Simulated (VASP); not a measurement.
# MgS in VASP: settings compared

The runs below take MgS through single point, with r2SCAN, PBE, HSE06.

Program: VASP 6.6.1. These are calculated values, not measurements. Logs are shortened: lines on timing, memory, paths and dates and some standing lists are left out, and cuts for length are marked.

### Step 1. The cell of the first run

The structure is hexagonal, space group P6_3mc (No. 186). Conventional cell: a = 4.029 Å, b = 4.029 Å, c = 6.713 Å, α = 90.00°, β = 90.00°, γ = 120.00°. Mg (site symmetry 3m) has 4 S at 2.48 to 2.51 Å within 3.3 Å. Within 3.3 Å of S (site symmetry 3m) lie 4 Mg at 2.48 to 2.51 Å.

### Step 2. Single point, r2SCAN (uniaxial z strain +4.0%)

File POSCAR:

```
MgS
1.0
    4.0286256344      0.0000000000      0.0000000000
   -2.0143128172      3.4888921417      0.0000000000
    0.0000000000      0.0000000000      6.7125684976
Mg S
2 2
Direct
    0.3333333333      0.6666666667      0.0008768639
    0.6666666667      0.3333333333      0.5008768639
    0.3333333333      0.6666666667      0.3741231361
    0.6666666667      0.3333333333      0.8741231361
```

File INCAR.step1:

```
SYSTEM = MgS
PREC = Accurate
ENCUT = 520
ISMEAR = 0
SIGMA = 0.01
LREAL = .FALSE.
LASPH = .TRUE.
NELM = 60
NBANDS = 16
GGA = PE
ALGO = Normal
EDIFF = 1E-4
LWAVE = .TRUE.
LCHARG = .FALSE.
```

File INCAR.step2:

```
SYSTEM = MgS
PREC = Accurate
ENCUT = 520
EDIFF = 1E-6
ISMEAR = 0
SIGMA = 0.01
LREAL = .FALSE.
LASPH = .TRUE.
NELM = 60
ALGO = Normal
ISIF = 2
LWAVE = .FALSE.
LCHARG = .FALSE.
METAGGA = R2SCAN
LMIXTAU = .TRUE.
NBANDS = 16
ISTART = 1
```

File KPOINTS:

```
Automatic mesh
0
G
  12 12 4
  0 0 0
```

Potentials or basis: VASP PAW PBE potentials, release 64 (Mg, S).

On the command line:

```bash
$ cat potpaw_PBE.64/Mg/POTCAR potpaw_PBE.64/S/POTCAR > POTCAR
$ cp INCAR.step1 INCAR
$ mpirun -np 1 vasp_std > vasp.out
$ cp INCAR.step2 INCAR
$ mpirun -np 1 vasp_std > vasp.out
```

OUTCAR:

```text
SYSTEM = MgS
   PREC = Accurate
   ENCUT = 520
   EDIFF = 1E-6
   ISMEAR = 0
   LREAL = .FALSE.
   LASPH = .TRUE.
   NELM = 60
   ISIF = 2
   METAGGA = R2SCAN
   ISTART = 1

 ion  position               nearest neighbor table
   1  0.333  0.667  0.001-   4 2.48   4 2.48   4 2.48   3 2.51
   2  0.667  0.333  0.501-   3 2.48   3 2.48   3 2.48   4 2.51
   3  0.333  0.667  0.374-   2 2.48   2 2.48   2 2.48   1 2.51
   4  0.667  0.333  0.874-   1 2.48   1 2.48   1 2.48   2 2.51

  LATTYP: Found a hexagonal cell.
 ALAT       =     4.0286256344
 C/A-ratio  =     1.6662179877

  Lattice vectors:

 A1 = (   4.0286256344,   0.0000000000,   0.0000000000)
 A2 = (  -2.0143128172,   3.4888921417,   0.0000000000)
 A3 = (   0.0000000000,   0.0000000000,   6.7125684976)

Analysis of symmetry for initial positions (statically):
=====================================================================
 Subroutine PRICEL returns:
 Original cell was already a primitive cell.

 Routine SETGRP: Setting up the symmetry group for a
 hexagonal supercell.

 Subroutine GETGRP returns: Found 12 space group operations
 (whereof  6 operations were pure point group operations)
 out of a pool of 24 trial point group operations.

The static configuration has the point symmetry C_3v.
 The point group associated with its full space group is C_6v.

Analysis of symmetry for dynamics (positions and initial velocities):
=====================================================================
 Subroutine PRICEL returns:
 Original cell was already a primitive cell.

 Routine SETGRP: Setting up the symmetry group for a
 hexagonal supercell.

 Subroutine GETGRP returns: Found 12 space group operations
 (whereof  6 operations were pure point group operations)
 out of a pool of 24 trial point group operations.

The dynamic configuration has the point symmetry C_3v.
 The point group associated with its full space group is C_6v.

 Subroutine INISYM returns: Found 12 space group operations
 (whereof  6 operations are pure point group operations),
 and found     1 'primitive' translations

----------------------------------------------------------------------------------------

                                     Primitive cell

  volume of cell :      94.3481

  direct lattice vectors                    reciprocal lattice vectors
     4.028625634  0.000000000  0.000000000     0.248223610  0.143311968  0.000000000
    -2.014312817  3.488892142  0.000000000     0.000000000  0.286623937  0.000000000
     0.000000000  0.000000000  6.712568498     0.000000000  0.000000000  0.148974271

  length of vectors
[... 92 lines left out ...]
   ISIF   =      2    stress and relaxation
   ISYM   =      2    0-nonsym 1-usesym 2-fastsym
   POTIM  = 0.5000    time-step for ionic-motion
   TEBEG  =    0.0;   TEEND  =   0.0 temperature during run
   PSTRESS=    0.0 pullay stress
   NELECT =      16.0000    total number of electrons
   NUPDOWN=      -1.0000    fix difference up-down
   EMIN   =  10.00;   EMAX   =-10.00  energy-range for DOS
   EFERMI =   0.00;   METHOD = LEGACY
   ISMEAR =     0;   SIGMA  =   0.01  broadening in eV -4-tet -1-fermi 0-gaus
   EFERMI_NEDOS =   21; number of points for ismear=-14 and -15
   IALGO  =     38    algorithm
   IMIX   =      4    mixing-type and parameters
     AMIX     =   0.40;   BMIX     =  1.00
     AMIX_MAG =   1.60;   BMIX_MAG =  1.00
  volume/ion in A,a.u.               =      23.59       159.17
  Fermi-wavevector in a.u.,A,eV,Ry     =   0.906158  1.712390 11.172039  0.821122
  Thomas-Fermi vector in A             =   2.029812
   LORBIT       =      0    0 simple, 1 ext, 2 COOP (PROOUT), +10 PAW based schemes
   METAGGA = R2SCAN    functional components
   LHFCALC =     F    Hartree Fock is set to
   AEXX    =    0.0000 exact exchange contribution
   IVDW    =     0    specifies the selected vdW correction
   LEPSILON=     F    determine dielectric tensor
   LRPA    =     F    only Hartree local field effects (RPA)
 non-spin polarized calculation
 Gauss-broadening in eV      SIGMA  =   0.01
  energy-cutoff  :      520.00
  volume of cell :       94.35
 maximum number of plane-waves:      2565
 NGX is ok and might be reduce to    30
   NGX = 15   NGY = 15   NGZ = 25

 number of electron      16.0000004 magnetization

 Free energy of the ion-electron system (eV)
  ---------------------------------------------------
  ext. energy  EPLUGINS =         0.00000000
  ---------------------------------------------------
  free energy    TOTEN  =       -30.89119340 eV

  energy without entropy =      -30.89119340  energy(sigma->0) =      -30.89119340

 E-fermi :   0.6917     XC(G=0):  -8.6164

 val. band max:        0.5862582016   @ k =   0.0000   0.0000   0.0000
 cond. band min:       4.5244726566   @ k =   0.0000   0.0000   0.0000
 fundamental gap:      3.9382144550
 Fermi energy:         0.6916722056

 k-point     1 :       0.0000    0.0000    0.0000
  band No.  band energies     occupation
      1     -11.0848      2.00000
      2     -10.4683      2.00000
      3      -2.5264      2.00000
      4       0.2461      2.00000
      5       0.2461      2.00000
      6       0.4770      2.00000
[... 433 lines left out ...]
      3      -2.0185      2.00000
      4      -1.6057      2.00000
      5      -1.0060      2.00000
      6      -0.2058      2.00000
[... 8 lines left out ...]
     15      10.0865      0.00000
     16      11.3957      0.00000

 [... further k-points ...]

------------------------ aborting loop because EDIFF is reached ----------------------------------------

  FORCE on cell =-STRESS in cart. coord.  units (eV):
  Direction    XX          YY          ZZ          XY          YZ          ZX
  --------------------------------------------------------------------------------------
  -------------------------------------------------------------------------------------
  Total       -1.0193897     -1.0193897     -2.2186239      0.0000000      0.0000000      0.0000000
  in kB      -17.3108199    -17.3108199    -37.6756783      0.0000000      0.0000000      0.0000000
  external PRESSURE =     -24.0991060 kB  Pullay stress =       0.0000000 kB

 VOLUME and BASIS-vectors are now :
 -----------------------------------------------------------------------------
  energy-cutoff  :      520.00
  volume of cell :       94.35
      direct lattice vectors                 reciprocal lattice vectors
     4.028625634  0.000000000  0.000000000     0.248223610  0.143311968  0.000000000
    -2.014312817  3.488892142  0.000000000     0.000000000  0.286623937  0.000000000
     0.000000000  0.000000000  6.712568498     0.000000000  0.000000000  0.148974271

 POSITION                                       TOTAL-FORCE (eV/Angst)
 -----------------------------------------------------------------------------------
     -0.00000      2.32593      0.00589        -0.000000     -0.000000     -0.002316
      2.01431      1.16296      3.36217         0.000000      0.000000     -0.002316
     -0.00000      2.32593      2.51133         0.000000      0.000000      0.002316
      2.01431      1.16296      5.86761         0.000000      0.000000      0.002316
 -----------------------------------------------------------------------------------
    total drift:                               -0.000000     -0.000000     -0.010920

  FREE ENERGIE OF THE ION-ELECTRON SYSTEM (eV)
  ---------------------------------------------------
  free  energy   TOTEN  =       -30.8911933961 eV

  energy  without entropy=      -30.8911933961  energy(sigma->0) =      -30.89119340
```

OSZICAR.step1:

```text
N       E                     dE             d eps       ncg     rms          rms(c)
DAV:   1     0.626764336610E+02    0.62676E+02   -0.58384E+03  1824   0.801E+02
DAV:   2    -0.118332284019E+02   -0.74510E+02   -0.68307E+02  2736   0.135E+02
DAV:   3    -0.179226208842E+02   -0.60894E+01   -0.60676E+01  2448   0.421E+01
DAV:   4    -0.179973244449E+02   -0.74704E-01   -0.74692E-01  2296   0.574E+00
DAV:   5    -0.179987288122E+02   -0.14044E-02   -0.14043E-02  2512   0.797E-01    0.560E+00
DAV:   6    -0.170060998174E+02    0.99263E+00   -0.15526E+00  1952   0.570E+00    0.429E+00
DAV:   7    -0.169415816114E+02    0.64518E-01   -0.36798E-01  2216   0.281E+00    0.322E+00
DAV:   8    -0.169605495904E+02   -0.18968E-01   -0.42130E-02  1960   0.141E+00    0.216E+00
DAV:   9    -0.169578016632E+02    0.27479E-02   -0.46370E-03  2160   0.466E-01    0.538E-01
DAV:  10    -0.169582407189E+02   -0.43906E-03   -0.17209E-03  2248   0.188E-01    0.569E-02
DAV:  11    -0.169583638312E+02   -0.12311E-03   -0.15378E-04  2000   0.692E-02    0.605E-02
DAV:  12    -0.169583738585E+02   -0.10027E-04   -0.17594E-05  1528   0.236E-02
   1 F= -.16958374E+02 E0= -.16958374E+02  d E =-.414217E-38
```

It took 4.7 min on 1 thread of Intel Xeon Platinum 8488C (Sapphire Rapids), shared host; peak memory 0.26 GiB.

What came out:

| Quantity | Value |
| --- | --- |
| Free energy | -30.8912 eV |
| Pressure | -2.4 GPa |
| Band gap on the k mesh | 3.94 eV, direct |

Forces in eV/Å, atoms in the order of the input:
```
Mg   0.000  0.000 -0.002
Mg   0.000  0.000 -0.002
S    0.000  0.000  0.002
S    0.000  0.000  0.002
```

Caveat: the cell differs from its parent crystal (uniaxial z strain +4.0%); the PAW data sets were made with another functional, which shifts forces and pressure a little. A k mesh can miss the band edges.

### Step 3. Single point, PBE (shear xy strain -1.0%)

File INCAR:

```
SYSTEM = MgS
  ALGO = Normal
  EDIFF = 1E-6
  ENCUT = 520
  GGA = PE
  ISIF = 2
  ISMEAR = -1
  LASPH = .True.
  LCHARG = .True.
  LELF = .True.
  LREAL = .False.
  LVHAR = .True.
  LWAVE = .False.
  NBANDS = 16
  NELM = 80
  PREC = Accurate
  SIGMA = 0.02
```

File KPOINTS:

```
k-points
0
Gamma
  12 12 4
  0 0 0
```

File POSCAR:

```
MgS
1.0
    4.0286256344     -0.0201431281      0.0000000000
   -2.0317572780      3.4989637058      0.0000000000
    0.0000000000      0.0000000000      6.4543927861
Mg S
2 2
Direct
    0.3339882850      0.6666610866     -0.0028690014
    0.6660117150      0.3333389134      0.4971309986
    0.3352335428      0.6667019848      0.3778690014
    0.6647664572      0.3332980152      0.8778690014
```

Potentials or basis: VASP PAW PBE potentials, release 64 (Mg, S).

On the command line:

```bash
$ cat potpaw_PBE.64/Mg/POTCAR potpaw_PBE.64/S/POTCAR > POTCAR
$ mpirun -np 1 vasp_std > vasp.out
```

OUTCAR:

```text
SYSTEM = MgS
   EDIFF = 1E-6
   ENCUT = 520
   GGA = PE
   ISIF = 2
   ISMEAR = -1
   LASPH = .True.
   LREAL = .False.
   NELM = 80
   PREC = Accurate

 ion  position               nearest neighbor table
   1  0.334  0.667  0.997-   4 2.45   4 2.45   4 2.45   3 2.46
   2  0.666  0.333  0.497-   3 2.45   3 2.45   3 2.45   4 2.46
   3  0.335  0.667  0.378-   2 2.45   2 2.45   2 2.45   1 2.46
   4  0.665  0.333  0.878-   1 2.45   1 2.45   1 2.45   2 2.46

  LATTYP: Found a simple monoclinic cell.
 ALAT       =     4.0111938179
 B/A-ratio  =     1.6090952168
 C/A-ratio  =     1.0043583469
 COS(beta)  =    -0.4934813924

  Lattice vectors:

 A1 = (   1.9968683564,   3.4788205777,   0.0000000000)
 A2 = (   0.0000000000,   0.0000000000,  -6.4543927861)
 A3 = (  -4.0286256344,   0.0201431281,   0.0000000000)

Analysis of symmetry for initial positions (statically):
=====================================================================
 Subroutine PRICEL returns:
 Original cell was already a primitive cell.

 Routine SETGRP: Setting up the symmetry group for a
 simple monoclinic supercell.

 Subroutine GETGRP returns: Found  2 space group operations
 (whereof  1 operations were pure point group operations)
 out of a pool of  4 trial point group operations.

The static configuration has the point symmetry C_1 .
 The point group associated with its full space group is C_2 .

Analysis of symmetry for dynamics (positions and initial velocities):
=====================================================================
 Subroutine PRICEL returns:
 Original cell was already a primitive cell.

 Routine SETGRP: Setting up the symmetry group for a
 simple monoclinic supercell.

 Subroutine GETGRP returns: Found  2 space group operations
 (whereof  1 operations were pure point group operations)
 out of a pool of  4 trial point group operations.

The dynamic configuration has the point symmetry C_1 .
 The point group associated with its full space group is C_2 .

[... 118 lines left out ...]
   EFERMI_NEDOS =   21; number of points for ismear=-14 and -15
   IALGO  =     38    algorithm
   IMIX   =      4    mixing-type and parameters
     AMIX     =   0.40;   BMIX     =  1.00
     AMIX_MAG =   1.60;   BMIX_MAG =  1.00
  volume/ion in A,a.u.               =      22.68       153.05
  Fermi-wavevector in a.u.,A,eV,Ry     =   0.918090  1.734938 11.468199  0.842889
  Thomas-Fermi vector in A             =   2.043132
   LORBIT       =      0    0 simple, 1 ext, 2 COOP (PROOUT), +10 PAW based schemes
   GGA     = PE    functional components
[... 5 lines left out ...]
 non-spin polarized calculation
  energy-cutoff  :      520.00
  volume of cell :       90.72
 maximum number of plane-waves:      2470
 NGX is ok and might be reduce to    30
   NGX = 15   NGY = 15   NGZ = 25

 number of electron      16.0000002 magnetization

 Free energy of the ion-electron system (eV)
  ---------------------------------------------------
  ext. energy  EPLUGINS =         0.00000000
  ---------------------------------------------------
  free energy    TOTEN  =       -16.97590127 eV

  energy without entropy =      -16.97590127  energy(sigma->0) =      -16.97590127

 E-fermi :   1.5414     XC(G=0):  -8.3816

 val. band max:        1.1598548848   @ k =   0.0000   0.0000   0.0000
 cond. band min:       4.6245261684   @ k =   0.0000   0.0000   0.0000
 fundamental gap:      3.4646712836
 Fermi energy:         1.5414115962

 k-point     1 :       0.0000    0.0000    0.0000
  band No.  band energies     occupation
      1     -10.2140      2.00000
      2      -9.4929      2.00000
      3      -2.0398      2.00000
      4       0.6088      2.00000
      5       0.6664      2.00000
      6       1.0278      2.00000
[... 433 lines left out ...]
      3      -1.5368      2.00000
      4      -1.1268      2.00000
      5      -0.7203      2.00000
      6      -0.4196      2.00000
[... 8 lines left out ...]
     15      10.0535      0.00000
     16      11.5078      0.00000

 [... further k-points ...]

------------------------ aborting loop because EDIFF is reached ----------------------------------------

  FORCE on cell =-STRESS in cart. coord.  units (eV):
  Direction    XX          YY          ZZ          XY          YZ          ZX
  --------------------------------------------------------------------------------------
  -------------------------------------------------------------------------------------
  Total        0.5225464      0.5263455      0.4976668      0.1060580      0.0000000      0.0000000
  in kB        9.2288251      9.2959233      8.7894216      1.8731180      0.0000000      0.0000000
  external PRESSURE =       9.1047233 kB  Pullay stress =       0.0000000 kB

 VOLUME and BASIS-vectors are now :
 -----------------------------------------------------------------------------
  energy-cutoff  :      520.00
  volume of cell :       90.72
      direct lattice vectors                 reciprocal lattice vectors
     4.028625634 -0.020143128  0.000000000     0.248946394  0.144556700  0.000000000
    -2.031757278  3.498963706  0.000000000     0.001433156  0.286631102  0.000000000
     0.000000000  0.000000000  6.454392786     0.000000000  0.000000000  0.154933242

 POSITION                                       TOTAL-FORCE (eV/Angst)
 -----------------------------------------------------------------------------------
     -0.00898      2.32590      6.43588        -0.003287      0.000250     -0.003979
      2.00585      1.15293      3.20868         0.003287     -0.000250     -0.003979
     -0.00405      2.32601      2.43891         0.000466      0.000038      0.003979
      2.00091      1.15281      5.66611        -0.000466     -0.000038      0.003979
 -----------------------------------------------------------------------------------
    total drift:                                0.000000      0.000000      0.000425

  FREE ENERGIE OF THE ION-ELECTRON SYSTEM (eV)
  ---------------------------------------------------
  free  energy   TOTEN  =       -16.9759012716 eV

  energy  without entropy=      -16.9759012716  energy(sigma->0) =      -16.97590127
```

Wall time 4.9 min (1 thread of AMD EPYC 7R43 (Zen 3), shared host); peak memory 0.37 GiB.

What came out:

```
Free energy            : -16.9759 eV
Pressure               : 0.9 GPa
Largest force          : 0.005 eV/Å
Band gap on the k mesh : 3.46 eV, direct
```

Forces in eV/Å, atoms in the order of the input:
```
Mg  -0.003  0.000 -0.004
Mg   0.003  0.000 -0.004
S    0.000  0.000  0.004
S    0.000  0.000  0.004
```

Stress tensor (GPa, compression positive):
```
0.92 0.19 0.00
0.19 0.93 0.00
0.00 0.00 0.88
```

Caveat: the cell differs from its parent crystal (shear xy strain -1.0%).

[end of part 1 of 2]
